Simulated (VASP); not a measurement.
# BN (I-4m2) in VASP: a series of runs, part 2 of 3

VASP 6.6.1. Earlier steps stand in the parts before.

## (4) Single point, r2SCAN (uniaxial z strain -2.0%)

Input file POSCAR:

```
BN
1.0
    0.0000000000      1.8048254650      1.7687289557
    1.8048254650      0.0000000000      1.7687289557
    1.8048254650      1.8048254650      0.0000000000
B N
1 1
Direct
    0.0000000000      0.0000000000      0.0000000000
    0.2500000000      0.2500000000      0.2500000000
```

Input file INCAR.step1:

```
SYSTEM = BN
ALGO = Normal ; EDIFF = 1E-4
ENCUT = 520 ; GGA = PE
ISMEAR = 0 ; LASPH = .TRUE.
LCHARG = .FALSE. ; LREAL = .FALSE.
LWAVE = .TRUE. ; NBANDS = 11
NELM = 80 ; PREC = Accurate
SIGMA = 0.01
```

Input file INCAR.step2:

```
SYSTEM = BN
ALGO = Normal ; EDIFF = 1E-7
ENCUT = 520 ; ISIF = 2
ISMEAR = 0 ; ISTART = 1
LASPH = .TRUE. ; LCHARG = .FALSE.
LMIXTAU = .TRUE. ; LREAL = .FALSE.
LWAVE = .FALSE. ; METAGGA = R2SCAN
NBANDS = 11 ; NELM = 80
PREC = Accurate ; SIGMA = 0.01
```

Input file KPOINTS:

```
k-points
0
G
  12 12 12
  0 0 0
```

Potentials or basis: VASP PAW PBE potentials, release 64 (B, N).

Command:

```sh
$ cat potpaw_PBE.64/B/POTCAR potpaw_PBE.64/N/POTCAR > POTCAR
$ cp INCAR.step1 INCAR
$ mpirun -np 1 vasp_std > vasp.out
$ cp INCAR.step2 INCAR
$ mpirun -np 1 vasp_std > vasp.out
```

OUTCAR:

```text
SYSTEM = BN
   EDIFF = 1E-7
   ENCUT = 520
   ISIF = 2
   ISMEAR = 0
   ISTART = 1
   LASPH = .TRUE.
   LREAL = .FALSE.
   METAGGA = R2SCAN
   NELM = 80
   PREC = Accurate

 ion  position               nearest neighbor table
   1  0.000  0.000  0.000-   2 1.55   2 1.55   2 1.55   2 1.55
   2  0.250  0.250  0.250-   1 1.55   1 1.55   1 1.55   1 1.55

  LATTYP: Found a body centered tetragonal cell.
 ALAT       =     2.5524086503
 C/A-ratio  =     1.3859292911

  Lattice vectors:

 A1 = (   0.0000000000,  -1.8048254650,  -1.7687289557)
 A2 = (   0.0000000000,   1.8048254650,  -1.7687289557)
 A3 = (   1.8048254650,   0.0000000000,   1.7687289557)

Analysis of symmetry for initial positions (statically):
=====================================================================
 Subroutine PRICEL returns:
 Original cell was already a primitive cell.

 Routine SETGRP: Setting up the symmetry group for a
 body centered tetragonal supercell.

 Subroutine GETGRP returns: Found  8 space group operations
 (whereof  8 operations were pure point group operations)
 out of a pool of 16 trial point group operations.

The static configuration has the point symmetry D_2d.

Analysis of symmetry for dynamics (positions and initial velocities):
=====================================================================
 Subroutine PRICEL returns:
 Original cell was already a primitive cell.

 Routine SETGRP: Setting up the symmetry group for a
 body centered tetragonal supercell.

 Subroutine GETGRP returns: Found  8 space group operations
 (whereof  8 operations were pure point group operations)
 out of a pool of 16 trial point group operations.

The dynamic configuration has the point symmetry D_2d.

 Subroutine INISYM returns: Found  8 space group operations
 (whereof  8 operations are pure point group operations),
 and found     1 'primitive' translations

----------------------------------------------------------------------------------------

                                     Primitive cell

  volume of cell :      11.5229

  direct lattice vectors                    reciprocal lattice vectors
     0.000000000  1.804825465  1.768728956    -0.277035098  0.277035098  0.282688876
     1.804825465  0.000000000  1.768728956     0.277035098 -0.277035098  0.282688876
     1.804825465  1.804825465  0.000000000     0.277035098  0.277035098 -0.282688876

  length of vectors
     2.527013470  2.527013470  2.552408650     0.483125131  0.483125131  0.483125131

  position of ions in fractional coordinates (direct lattice)
     0.000000000  0.000000000  0.000000000
     0.250000000  0.250000000  0.250000000

  ion indices of the primitive-cell ions
   primitive index   ion index
                 1           1
                 2           2

----------------------------------------------------------------------------------------

 KPOINTS: k-points

Automatic generation of k-mesh.
 Grid dimensions read from file:
 generate k-points for:   12   12   12

 Generating k-lattice:

  Cartesian coordinates                     Fractional coordinates (reciprocal lattice)
[... 21 lines left out ...]
  0.333333  0.000000  0.000000      8.000000
  0.416667  0.000000  0.000000      8.000000
[... 16 lines left out ...]
  0.500000  0.166667  0.000000      8.000000
 -0.416667  0.166667  0.000000      8.000000
 [... further k-points ...]
   k-points           NKPTS =    163   k-points in BZ     NKDIM =    163   number of bands    NBANDS=     11
   number of dos      NEDOS =    301   number of ions     NIONS =      2
   total plane-waves  NPLWV =   8000
   dimension x,y,z NGX =    20 NGY =   20 NGZ =   20
   dimension x,y,z NGXF=    40 NGYF=   40 NGZF=   40
   ions per type =               1   1
   NGX,Y,Z   is equivalent  to a cutoff of  13.16, 13.16, 13.03 a.u.
   NGXF,Y,Z  is equivalent  to a cutoff of  26.32, 26.32, 26.05 a.u.
 SYSTEM =  BN
   PREC   = accura    normal or accurate (medium, high low for compatibility)
   ISTART =      1    job   : 0-new  1-cont  2-samecut
   ICHARG =      0    charge: 1-file 2-atom 10-const
   ISPIN  =      1    spin polarized calculation?
   LNONCOLLINEAR =      F non collinear calculations
   LSORBIT =      F    spin-orbit coupling
   LASPH  =      T    aspherical Exc in radial PAW
   ENCUT  =  520.0 eV  38.22 Ry    6.18 a.u.   4.70  4.70  4.75*2*pi/ulx,y,z
   NELM   =     80;   NELMIN=  2; NELMDL=  0     # of ELM steps
   EDIFF  = 0.1E-06   stopping-criterion for ELM
   LREAL  =      F    real-space projection
   EDIFFG = 0.1E-05   stopping-criterion for IOM
   NSW    =      0    number of steps for IOM
   IBRION =     -1    ionic relax: 0-MD 1-quasi-New 2-CG
   NFREE  =      0    steps in history (QN), initial steepest desc. (CG)
   ISIF   =      2    stress and relaxation
   ISYM   =      2    0-nonsym 1-usesym 2-fastsym
   POTIM  = 0.5000    time-step for ionic-motion
   TEBEG  =    0.0;   TEEND  =   0.0 temperature during run
   PSTRESS=    0.0 pullay stress
   NELECT =       8.0000    total number of electrons
   NUPDOWN=      -1.0000    fix difference up-down
   EMIN   =  10.00;   EMAX   =-10.00  energy-range for DOS
   EFERMI =   0.00;   METHOD = LEGACY
   ISMEAR =     0;   SIGMA  =   0.01  broadening in eV -4-tet -1-fermi 0-gaus
   EFERMI_NEDOS =   21; number of points for ismear=-14 and -15
   IALGO  =     38    algorithm
   IMIX   =      4    mixing-type and parameters
     AMIX     =   0.40;   BMIX     =  1.00
     AMIX_MAG =   1.60;   BMIX_MAG =  1.00
  volume/ion in A,a.u.               =       5.76        38.88
  Fermi-wavevector in a.u.,A,eV,Ry     =   1.449609  2.739364 28.590830  2.101367
  Thomas-Fermi vector in A             =   2.567316
   LORBIT       =      0    0 simple, 1 ext, 2 COOP (PROOUT), +10 PAW based schemes
   METAGGA = R2SCAN    functional components
   LHFCALC =     F    Hartree Fock is set to
   AEXX    =    0.0000 exact exchange contribution
   IVDW    =     0    specifies the selected vdW correction
   LEPSILON=     F    determine dielectric tensor
   LRPA    =     F    only Hartree local field effects (RPA)
 non-spin polarized calculation
 Gauss-broadening in eV      SIGMA  =   0.01
  energy-cutoff  :      520.00
  volume of cell :       11.52
 maximum number of plane-waves:       323
   NGX =  9   NGY =  9   NGZ =  9

 number of electron       7.9999998 magnetization

 Free energy of the ion-electron system (eV)
  ---------------------------------------------------
  ext. energy  EPLUGINS =         0.00000000
  ---------------------------------------------------
  free energy    TOTEN  =       -19.15701250 eV

  energy without entropy =      -19.15701250  energy(sigma->0) =      -19.15701250

 E-fermi :   7.7334     XC(G=0): -13.7780

 val. band max:        7.6828952497   @ k =   0.0000   0.0000   0.0000
 cond. band min:      12.3138799999   @ k =   0.5000   0.5000   0.0000
 fundamental gap:      4.6309847502
 Fermi energy:         7.7334487392

 k-point     1 :       0.0000    0.0000    0.0000
  band No.  band energies     occupation
      1     -14.0304      2.00000
      2       7.4830      2.00000
      3       7.4830      2.00000
      4       7.6829      2.00000
      5      17.1042      0.00000
      6      17.2494      0.00000
      7      17.2494      0.00000
      8      19.0364      0.00000
      9      34.1751      0.00000
     10      36.0589      0.00000
     11      37.0727      0.00000
[... 309 lines left out ...]
 k-point    24 :      -0.4167    0.1667    0.0000
  band No.  band energies     occupation
      1      -9.2304      2.00000
      2      -3.0079      2.00000
      3       3.3488      2.00000
      4       4.6394      2.00000
      5      17.4338      0.00000
      6      20.7782      0.00000
      7      21.0520      0.00000
      8      24.7263      0.00000
      9      30.0680      0.00000
     10      34.4300      0.00000
     11      36.3289      0.00000

 [... further k-points ...]

------------------------ aborting loop because EDIFF is reached ----------------------------------------

  FORCE on cell =-STRESS in cart. coord.  units (eV):
  Direction    XX          YY          ZZ          XY          YZ          ZX
  --------------------------------------------------------------------------------------
  -------------------------------------------------------------------------------------
  Total        0.3684198      0.3684198      1.2976527      0.0000000      0.0000000     -0.0000000
  in kB       51.2261692     51.2261692    180.4294263      0.0000000      0.0000000     -0.0000000
  external PRESSURE =      94.2939216 kB  Pullay stress =       0.0000000 kB

 VOLUME and BASIS-vectors are now :
 -----------------------------------------------------------------------------
  energy-cutoff  :      520.00
  volume of cell :       11.52
      direct lattice vectors                 reciprocal lattice vectors
     0.000000000  1.804825465  1.768728956    -0.277035098  0.277035098  0.282688876
     1.804825465  0.000000000  1.768728956     0.277035098 -0.277035098  0.282688876
     1.804825465  1.804825465  0.000000000     0.277035098  0.277035098 -0.282688876

 POSITION                                       TOTAL-FORCE (eV/Angst)
 -----------------------------------------------------------------------------------
      0.00000      0.00000      0.00000        -0.000000     -0.000000      0.000000
      0.90241      0.90241      0.88436         0.000000      0.000000     -0.000000
 -----------------------------------------------------------------------------------
    total drift:                                0.000001      0.000001     -0.000001

  FREE ENERGIE OF THE ION-ELECTRON SYSTEM (eV)
  ---------------------------------------------------
  free  energy   TOTEN  =       -19.1570125030 eV

  energy  without entropy=      -19.1570125030  energy(sigma->0) =      -19.15701250
```

It took 1.9 min on 1 thread of Intel Xeon 8259CL, shared host; peak memory 0.13 GiB.

What came out:

* Free energy: -19.1570 eV
* Pressure: 9.4 GPa
* Band gap on the k mesh: 4.63 eV (least direct gap 9.42 eV)

Caveat: the cell differs from its parent crystal (uniaxial z strain -2.0%); the cell stands under pressure; the PAW data sets were made with another functional, which shifts forces and pressure a little. A k mesh can miss the band edges.

(Continued in part 3 of 3.)
